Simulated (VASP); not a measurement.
Input of a VASP 6.6.1 run:

Contents of INCAR:

```
PREC = Accurate
ENCUT = 520
EDIFF = 1E-7
ISMEAR = -1
SIGMA = 0.01
LREAL = F
LASPH = T
NELM = 60
ALGO = Normal
ISIF = 2
LWAVE = F
LCHARG = F
GGA = CA
NBANDS = 11
```

KPOINTS

```
Automatic mesh
0
Gamma
  8 8 8
```

Contents of POSCAR:

```
MgS
1.0
    0.0000000000      2.6276665000      2.6016500000
    2.6276665000      0.0000000000      2.6016500000
    2.6276665000      2.6276665000      0.0000000000
Mg S
1 1
Direct
    0.0000000000      0.0000000000      0.0000000000
    0.5000000000      0.5000000000      0.5000000000
```

Potentials or basis: VASP PAW LDA potentials, release 64 (Mg, S).

Run with:

```bash
$ cat potpaw_LDA.64/Mg/POTCAR potpaw_LDA.64/S/POTCAR > POTCAR
$ mpirun -np 1 vasp_std > vasp.out
```

Problem. Predict the band gap on the k mesh.

Solution. 2.47 eV, indirect (least direct gap 3.32 eV).

Problem. Predict the pressure.

Solution. -5.1 GPa.

Stress tensor (GPa, compression positive):
```
-5.43  0.00  0.00
 0.00 -5.43  0.00
 0.00  0.00 -4.58
```

Caveat: the cell differs from its parent crystal (equal xx and yy strain of +1 %). A k mesh can miss the band edges.
